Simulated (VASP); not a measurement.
# K2S (Fm-3m) in VASP: notebook

Aim: see how the results for K2S move with the level of theory and the settings. Levels: LDA, PBE. Tasks: single point.

Program: VASP 6.6.1. These are calculated values, not measurements. Logs are shortened: lines on timing, memory, paths and dates and some standing lists are left out, and cuts for length are marked.

### Step 1. The cell of the first run

It takes space group Fm-3m (No. 225, cubic). The conventional cell has a = 7.406 Å, b = 7.406 Å, c = 7.406 Å, α = 90.00°, β = 90.00°, γ = 90.00°. S (site symmetry m-3m) has 8 K at 3.21 Å within 4.2 Å. K (site symmetry -43m) has 4 S at 3.21 Å and 6 K at 3.70 Å within 4.2 Å.

### Step 2. Single point, LDA

The input, INCAR:

```
PREC = Accurate
ENCUT = 500
EDIFF = 1E-6
ISMEAR = 0
SIGMA = 0.01
LREAL = F
LASPH = T
NELM = 120
ALGO = Normal
ISIF = 2
LWAVE = F
LCHARG = F
NBANDS = 19
GGA_COMPAT = F
```

The input, KPOINTS:

```
Automatic mesh
0
Gamma
  2 2 2
```

The input, POSCAR:

```
K2S
1.0
    0.0000000000      3.7027568684      3.7027568684
    3.7027568684      0.0000000000      3.7027568684
    3.7027568684      3.7027568684      0.0000000000
S K
1 2
Direct
    0.0000000000      0.0000000000      0.0000000000
    0.2500000000      0.2500000000      0.2500000000
    0.7500000000      0.7500000000      0.7500000000
```

Potentials or basis: VASP PAW LDA potentials, release 64 (S, K_sv).

Command:

```sh
$ cat potpaw_LDA.64/S/POTCAR potpaw_LDA.64/K_sv/POTCAR > POTCAR
$ mpirun -np 1 vasp_std > vasp.out
```

OUTCAR:

```text
PREC = Accurate
   ENCUT = 500
   EDIFF = 1E-6
   ISMEAR = 0
   LREAL = F
   LASPH = T
   NELM = 120
   ISIF = 2

 ion  position               nearest neighbor table
   1  0.000  0.000  0.000-   3 3.21   3 3.21   3 3.21   2 3.21   3 3.21   2 3.21   2 3.21   2 3.21

   2  0.250  0.250  0.250-   1 3.21   1 3.21   1 3.21   1 3.21   3 3.70   3 3.70   3 3.70   3 3.70
                             3 3.70   3 3.70
   3  0.750  0.750  0.750-   1 3.21   1 3.21   1 3.21   1 3.21   2 3.70   2 3.70   2 3.70   2 3.70
                             2 3.70   2 3.70

  LATTYP: Found a face centered cubic cell.
 ALAT       =     7.4055137368

  Lattice vectors:

 A1 = (   0.0000000000,   3.7027568684,   3.7027568684)
 A2 = (   3.7027568684,   0.0000000000,   3.7027568684)
 A3 = (   3.7027568684,   3.7027568684,   0.0000000000)

Analysis of symmetry for initial positions (statically):
=====================================================================
 Subroutine PRICEL returns:
 Original cell was already a primitive cell.

 Routine SETGRP: Setting up the symmetry group for a
 face centered cubic supercell.

 Subroutine GETGRP returns: Found 48 space group operations
 (whereof 48 operations were pure point group operations)
 out of a pool of 48 trial point group operations.

The static configuration has the point symmetry O_h .

Analysis of symmetry for dynamics (positions and initial velocities):
=====================================================================
 Subroutine PRICEL returns:
 Original cell was already a primitive cell.

 Routine SETGRP: Setting up the symmetry group for a
 face centered cubic supercell.

 Subroutine GETGRP returns: Found 48 space group operations
 (whereof 48 operations were pure point group operations)
 out of a pool of 48 trial point group operations.

The dynamic configuration has the point symmetry O_h .

 Subroutine INISYM returns: Found 48 space group operations
 (whereof 48 operations are pure point group operations),
 and found     1 'primitive' translations

----------------------------------------------------------------------------------------

                                     Primitive cell

  volume of cell :     101.5326

  direct lattice vectors                    reciprocal lattice vectors
[... 56 lines left out ...]
   NGXF,Y,Z  is equivalent  to a cutoff of  25.40, 25.40, 25.40 a.u.
 SYSTEM =  unknown system
   PREC   = accura    normal or accurate (medium, high low for compatibility)
   ISTART =      0    job   : 0-new  1-cont  2-samecut
   ICHARG =      2    charge: 1-file 2-atom 10-const
   ISPIN  =      1    spin polarized calculation?
   LNONCOLLINEAR =      F non collinear calculations
   LSORBIT =      F    spin-orbit coupling
   LASPH  =      T    aspherical Exc in radial PAW
   ENCUT  =  500.0 eV  36.75 Ry    6.06 a.u.   9.55  9.55  9.55*2*pi/ulx,y,z
   NELM   =    120;   NELMIN=  2; NELMDL= -5     # of ELM steps
   EDIFF  = 0.1E-05   stopping-criterion for ELM
   LREAL  =      F    real-space projection
[... 7 lines left out ...]
   TEBEG  =    0.0;   TEEND  =   0.0 temperature during run
   PSTRESS=    0.0 pullay stress
   NELECT =      24.0000    total number of electrons
   NUPDOWN=      -1.0000    fix difference up-down
   EMIN   =  10.00;   EMAX   =-10.00  energy-range for DOS
   EFERMI =   0.00;   METHOD = LEGACY
   ISMEAR =     0;   SIGMA  =   0.01  broadening in eV -4-tet -1-fermi 0-gaus
   EFERMI_NEDOS =   21; number of points for ismear=-14 and -15
   IALGO  =     38    algorithm
   IMIX   =      4    mixing-type and parameters
     AMIX     =   0.40;   BMIX     =  1.00
     AMIX_MAG =   1.60;   BMIX_MAG =  1.00
  volume/ion in A,a.u.               =      33.84       228.39
  Fermi-wavevector in a.u.,A,eV,Ry     =   1.012224  1.912826 13.940500  1.024598
  Thomas-Fermi vector in A             =   2.145321
   LORBIT       =      0    0 simple, 1 ext, 2 COOP (PROOUT), +10 PAW based schemes
   GGA     = CA    functional components
   LHFCALC =     F    Hartree Fock is set to
   AEXX    =    0.0000 exact exchange contribution
   IVDW    =     0    specifies the selected vdW correction
   LEPSILON=     F    determine dielectric tensor
   LRPA    =     F    only Hartree local field effects (RPA)
 non-spin polarized calculation
 Gauss-broadening in eV      SIGMA  =   0.01
  energy-cutoff  :      500.00
  volume of cell :      101.53
 maximum number of plane-waves:      2637
 NGX is ok and might be reduce to    40
   NGX = 19   NGY = 19   NGZ = 19

 number of electron      23.9999996 magnetization

 Free energy of the ion-electron system (eV)
  ---------------------------------------------------
  ext. energy  EPLUGINS =         0.00000000
  ---------------------------------------------------
  free energy    TOTEN  =       -10.26322513 eV

  energy without entropy =      -10.26322513  energy(sigma->0) =      -10.26322513

 E-fermi :  -0.4321     XC(G=0):  -7.7938

 val. band max:       -0.5466221531   @ k =   0.5000   0.5000   0.0000
 cond. band min:       1.5075079601   @ k =   0.0000   0.0000   0.0000
 fundamental gap:      2.0541301132
 Fermi energy:        -0.4321466823

 k-point     1 :       0.0000    0.0000    0.0000
  band No.  band energies     occupation
      1     -29.4462      2.00000
      2     -29.3575      2.00000
      3     -13.2826      2.00000
      4     -13.2826      2.00000
      5     -13.2826      2.00000
      6     -13.0302      2.00000
[... 43 lines left out ...]
      6     -12.9911      2.00000
[... 11 lines left out ...]
     18       6.7658      0.00000
     19       6.9663      0.00000

------------------------ aborting loop because EDIFF is reached ----------------------------------------

  FORCE on cell =-STRESS in cart. coord.  units (eV):
  Direction    XX          YY          ZZ          XY          YZ          ZX
  --------------------------------------------------------------------------------------
  -------------------------------------------------------------------------------------
  Total       -1.0118390     -1.0118390     -1.0118390      0.0000000      0.0000000      0.0000000
  in kB      -15.9667452    -15.9667452    -15.9667452      0.0000000      0.0000000      0.0000000
  external PRESSURE =     -15.9667452 kB  Pullay stress =       0.0000000 kB

 VOLUME and BASIS-vectors are now :
 -----------------------------------------------------------------------------
  energy-cutoff  :      500.00
  volume of cell :      101.53
      direct lattice vectors                 reciprocal lattice vectors
     0.000000000  3.702756868  3.702756868    -0.135034521  0.135034521  0.135034521
     3.702756868  0.000000000  3.702756868     0.135034521 -0.135034521  0.135034521
     3.702756868  3.702756868  0.000000000     0.135034521  0.135034521 -0.135034521

 POSITION                                       TOTAL-FORCE (eV/Angst)
 -----------------------------------------------------------------------------------
      0.00000      0.00000      0.00000         0.000000     -0.000000      0.000000
      1.85138      1.85138      1.85138         0.000000      0.000000      0.000000
      5.55414      5.55414      5.55414        -0.000000     -0.000000     -0.000000
 -----------------------------------------------------------------------------------
    total drift:                               -0.000000     -0.000000      0.000000

  FREE ENERGIE OF THE ION-ELECTRON SYSTEM (eV)
  ---------------------------------------------------
  free  energy   TOTEN  =       -10.2632251321 eV

  energy  without entropy=      -10.2632251321  energy(sigma->0) =      -10.26322513
```

OSZICAR:

```text
N       E                     dE             d eps       ncg     rms          rms(c)
DAV:   1     0.167111039409E+03    0.16711E+03   -0.10854E+04   114   0.106E+03
DAV:   2     0.199718847543E+01   -0.16511E+03   -0.16144E+03   129   0.327E+02
DAV:   3    -0.114850627396E+02   -0.13482E+02   -0.13439E+02   217   0.716E+01
DAV:   4    -0.117237625373E+02   -0.23870E+00   -0.23866E+00   156   0.903E+00
DAV:   5    -0.117363132123E+02   -0.12551E-01   -0.12550E-01   196   0.130E+00    0.548E+00
DAV:   6    -0.103984330153E+02    0.13379E+01   -0.37985E+00   156   0.724E+00    0.486E+00
DAV:   7    -0.102844034878E+02    0.11403E+00   -0.73920E-01   148   0.290E+00    0.368E+00
DAV:   8    -0.102719336148E+02    0.12470E-01   -0.15015E-01   129   0.183E+00    0.114E+00
DAV:   9    -0.102617229436E+02    0.10211E-01   -0.48209E-02   164   0.682E-01    0.547E-01
DAV:  10    -0.102632491756E+02   -0.15262E-02   -0.19689E-03   134   0.217E-01    0.135E-01
DAV:  11    -0.102631837490E+02    0.65427E-04   -0.11649E-03   180   0.948E-02    0.951E-02
DAV:  12    -0.102632244881E+02   -0.40739E-04   -0.56202E-05   123   0.317E-02    0.364E-02
DAV:  13    -0.102632247952E+02   -0.30710E-06   -0.27899E-05   113   0.177E-02    0.101E-02
DAV:  14    -0.102632251321E+02   -0.33691E-06   -0.30785E-06   129   0.592E-03
   1 F= -.10263225E+02 E0= -.10263225E+02  d E =-.517286E-59
```

stdout:

```text
POSCAR found type information on POSCAR S K
 POSCAR found :  2 types and       3 ions
 scaLAPACK will be used
 LDA part: xc-table for (Slater(with rela. corr.)+CA(PZ))
 , standard interpolation
 POSCAR, INCAR and KPOINTS ok, starting setup
 FFT: planning ... GRIDC
 FFT: planning ... GRID_SOFT
 FFT: planning ... GRID
 WAVECAR not read
 entering main loop
```

Run time: 8.5 s. Hardware: 1 thread of Intel Xeon Platinum 8375C at 2.90GHz (Ice Lake), shared host; peak memory 0.18 GiB.

Results:

* Free energy: -10.2632 eV
* Pressure: -1.6 GPa
* Band gap on the k mesh: 2.05 eV (least direct gap 2.26 eV)

Caveat: the k points lie up to 0.73 Å⁻¹ apart.

### Step 3. Single point, PBE

The input, INCAR:

```
SYSTEM = K2S
PREC = Accurate ; ENCUT = 500
EDIFF = 1E-6 ; ISMEAR = 0
SIGMA = 0.01 ; LREAL = .FALSE.
LASPH = .TRUE. ; NELM = 120
ALGO = Normal ; ISIF = 2
LWAVE = .FALSE. ; LCHARG = .FALSE.
GGA = PE ; NBANDS = 19
GGA_COMPAT = .FALSE.
```

The input, KPOINTS:

```
regular mesh
0
G
  4 4 4
  0 0 0
```

POSCAR is that of step 2.

Potentials or basis: VASP PAW PBE potentials, release 64 (S, K_sv).

Command:

```sh
$ cat potpaw_PBE.64/S/POTCAR potpaw_PBE.64/K_sv/POTCAR > POTCAR
$ mpirun -np 1 vasp_std > vasp.out
```

It took 21 s on 1 thread of Intel Xeon Platinum 8375C at 2.90GHz (Ice Lake), shared host; peak memory 0.24 GiB.

It converged, with:

| Quantity | Value |
| --- | --- |
| Free energy | -9.4164 eV |
| Pressure | 0.5 GPa |
| Band gap on the k mesh | 2.38 eV (least direct gap 2.57 eV) |

Levels at points of the mesh, in eV from the valence-band top:
```
           k point  band 8  band 9  band 10  band 11  band 12  band 13  band 14  band 15  band 16  band 17
(0.00, 0.00, 0.00)  -12.58   -9.61    -0.19    -0.19    -0.19     2.38     5.46     5.46     7.47     7.47
(0.50, 0.00, 0.00)  -12.70   -9.42    -0.62    -0.07    -0.07     4.72     5.02     5.82     5.82     7.60
(0.50, 0.50, 0.00)  -12.51   -9.37    -0.74     0.00     0.00     3.51     5.29     6.59     6.62     7.60
```

A k mesh can miss the band edges.

### Step 4. Single point, PBE

The input, INCAR:

```
PREC     = Accurate       # precision mode
ENCUT    = 500            # plane-wave cutoff, eV
EDIFF    = 1E-6           # SCF threshold, eV
ISMEAR   = 0              # smearing method
SIGMA    = 0.01           # smearing width, eV
LREAL    = False          # projectors in reciprocal space
LASPH    = True           # aspherical terms in the spheres
NELM     = 120            # most SCF steps
ALGO     = Normal         # electronic algorithm
ISIF     = 2              # what is computed and relaxed
LWAVE    = False          # write WAVECAR
LCHARG   = True           # write CHGCAR
GGA      = PE             # functional
LELF     = True           # ELF
LVHAR    = True         
NBANDS   = 19             # bands
GGA_COMPAT= False
```

The input, KPOINTS:

```
regular mesh
0
Gamma
  4 4 4
```

POSCAR is that of step 3.

Command:

```sh
$ cat potpaw_PBE.64/S/POTCAR potpaw_PBE.64/K_sv/POTCAR > POTCAR
$ mpirun -np 1 vasp_std > vasp.out
```

Run time: 22 s. Hardware: 1 thread of Intel Xeon Platinum 8375C at 2.90GHz (Ice Lake), shared host; peak memory 0.24 GiB.

Results (log left out):

- Free energy: -9.4164 eV
- Pressure: 0.5 GPa
- Band gap on the k mesh: 2.38 eV (least direct gap 2.57 eV)

Levels at points of the mesh, in eV from the valence-band top:
```tsv
k point	band 8	band 9	band 10	band 11	band 12	band 13	band 14	band 15	band 16	band 17
(0.00, 0.00, 0.00)	-12.58	-9.61	-0.19	-0.19	-0.19	2.38	5.46	5.46	7.47	7.47
(0.50, 0.00, 0.00)	-12.70	-9.42	-0.62	-0.07	-0.07	4.72	5.02	5.82	5.82	7.60
(0.50, 0.50, 0.00)	-12.51	-9.37	-0.74	0.00	0.00	3.51	5.29	6.59	6.62	7.60
```

### Step 5. Single point, PBE

The input, INCAR:

```
SYSTEM = K2S
  PREC = Accurate
  ENCUT = 500
  EDIFF = 1E-6
  ISMEAR = 1
  SIGMA = 0.5
  LREAL = .FALSE.
  LASPH = .TRUE.
  NELM = 120
  ALGO = Normal
  ISIF = 2
  LWAVE = .FALSE.
  LCHARG = .TRUE.
  GGA = PE
  LELF = .TRUE.
  LVHAR = .TRUE.
  NBANDS = 19
  GGA_COMPAT = .FALSE.
```

The input, KPOINTS:

```
regular mesh
0
G
  4 4 4
  0 0 0
```

POSCAR is that of step 4.

Potentials or basis: VASP PAW PBE potentials, release 64 (S, K_sv).

Command:

```sh
$ cat potpaw_PBE.64/S/POTCAR potpaw_PBE.64/K_sv/POTCAR > POTCAR
$ mpirun -np 1 vasp_std > vasp.out
```

OUTCAR:

```text
SYSTEM = K2S
   PREC = Accurate
   ENCUT = 500
   EDIFF = 1E-6
   ISMEAR = 1
   LREAL = .FALSE.
   LASPH = .TRUE.
   NELM = 120
   ISIF = 2
   GGA = PE

 ion  position               nearest neighbor table
   1  0.000  0.000  0.000-   3 3.21   3 3.21   3 3.21   2 3.21   3 3.21   2 3.21   2 3.21   2 3.21

   2  0.250  0.250  0.250-   1 3.21   1 3.21   1 3.21   1 3.21   3 3.70   3 3.70   3 3.70   3 3.70
                             3 3.70   3 3.70
   3  0.750  0.750  0.750-   1 3.21   1 3.21   1 3.21   1 3.21   2 3.70   2 3.70   2 3.70   2 3.70
                             2 3.70   2 3.70

  LATTYP: Found a face centered cubic cell.
[... 355 lines left out ...]
  --------------------------------------------------------------------------------------
  -------------------------------------------------------------------------------------
  Total        0.2746451      0.2746451      0.2746451      0.0000000     -0.0000000      0.0000000
  in kB        4.3338792      4.3338792      4.3338792      0.0000000     -0.0000000      0.0000000
  external PRESSURE =       4.3338792 kB  Pullay stress =       0.0000000 kB

 VOLUME and BASIS-vectors are now :
 -----------------------------------------------------------------------------
  energy-cutoff  :      500.00
  volume of cell :      101.53
      direct lattice vectors                 reciprocal lattice vectors
     0.000000000  3.702756868  3.702756868    -0.135034521  0.135034521  0.135034521
     3.702756868  0.000000000  3.702756868     0.135034521 -0.135034521  0.135034521
     3.702756868  3.702756868  0.000000000     0.135034521  0.135034521 -0.135034521

 POSITION                                       TOTAL-FORCE (eV/Angst)
 -----------------------------------------------------------------------------------
      0.00000      0.00000      0.00000        -0.000000     -0.000000     -0.000000
      1.85138      1.85138      1.85138         0.000000     -0.000000     -0.000000
      5.55414      5.55414      5.55414         0.000000      0.000000      0.000000
 -----------------------------------------------------------------------------------
    total drift:                               -0.000000     -0.000000      0.000000

  FREE ENERGIE OF THE ION-ELECTRON SYSTEM (eV)
  ---------------------------------------------------
  free  energy   TOTEN  =        -9.3570106606 eV

  energy  without entropy=       -9.4415966426  energy(sigma->0) =       -9.38520599
```

Run time: 22 s. Hardware: 1 thread of Intel Xeon Platinum 8375C at 2.90GHz (Ice Lake), shared host; peak memory 0.24 GiB.

Results:

```
Free energy            : -9.3570 eV
Pressure               : 0.4 GPa
Band gap on the k mesh : 2.38 eV (least direct gap 2.58 eV)
```

A k mesh can miss the band edges.

### Step 6. Single point, PBE

The input, INCAR:

```
SYSTEM = K2S
PREC     = Accurate       ! precision mode
ENCUT    = 500            ! plane-wave cutoff, eV
EDIFF    = 1E-6           ! SCF threshold, eV
ISMEAR   = 0              ! smearing method
SIGMA    = 0.05           ! smearing width, eV
LREAL    = .FALSE.        ! projectors in reciprocal space
LASPH    = .TRUE.         ! aspherical terms in the spheres
NELM     = 120            ! most SCF steps
ALGO     = Normal         ! electronic algorithm
ISIF     = 2              ! what is computed and relaxed
LWAVE    = .FALSE.        ! write WAVECAR
LCHARG   = .FALSE.        ! write CHGCAR
GGA      = PE             ! functional
NBANDS   = 19             ! bands
GGA_COMPAT= .FALSE.
```

KPOINTS is that of step 5.

POSCAR is that of step 5.

Potentials or basis: VASP PAW PBE potentials, release 64 (S, K_sv).

Command:

```sh
$ cat potpaw_PBE.64/S/POTCAR potpaw_PBE.64/K_sv/POTCAR > POTCAR
$ mpirun -np 1 vasp_std > vasp.out
```

It took 20 s on 1 thread of Intel Xeon Platinum 8375C at 2.90GHz (Ice Lake), shared host; peak memory 0.24 GiB.

Results (log left out):

- Free energy: -9.4164 eV
- Pressure: 0.5 GPa
- Band gap on the k mesh: 2.38 eV (least direct gap 2.57 eV)

Levels at points of the mesh, in eV from the valence-band top:
| k point | band 10 | band 11 | band 12 | band 13 | band 14 | band 15 |
| --- | --- | --- | --- | --- | --- | --- |
| (0.00, 0.00, 0.00) | -0.19 | -0.19 | -0.19 | 2.38 | 5.46 | 5.46 |
| (0.50, 0.00, 0.00) | -0.62 | -0.07 | -0.07 | 4.72 | 5.02 | 5.82 |
| (0.50, 0.50, 0.00) | -0.74 | 0.00 | 0.00 | 3.51 | 5.29 | 6.59 |

A k mesh can miss the band edges.

### Step 7. The runs side by side

```csv
level,potentials or basis,k mesh,smearing,gap on the mesh (eV),pressure (GPa)
LDA,"VASP PAW LDA potentials, release 64 (S, K_sv)",2 × 2 × 2,gaussian 0.01 eV,2.05,-1.6
PBE,"VASP PAW PBE potentials, release 64 (S, K_sv)",4 × 4 × 4,gaussian 0.01 eV,2.38,0.5
PBE,"VASP PAW PBE potentials, release 64 (S, K_sv)",4 × 4 × 4,methfessel-paxton 0.5 eV,2.38,0.4
PBE,"VASP PAW PBE potentials, release 64 (S, K_sv)",4 × 4 × 4,gaussian 0.05 eV,2.38,0.5
```

Alike in all rows: task single point; no spin polarisation; cell as given; cutoff (eV) 500.

Caveats: some runs use coarse meshes.

Absolute energies hang on the potentials; compare differences alone.
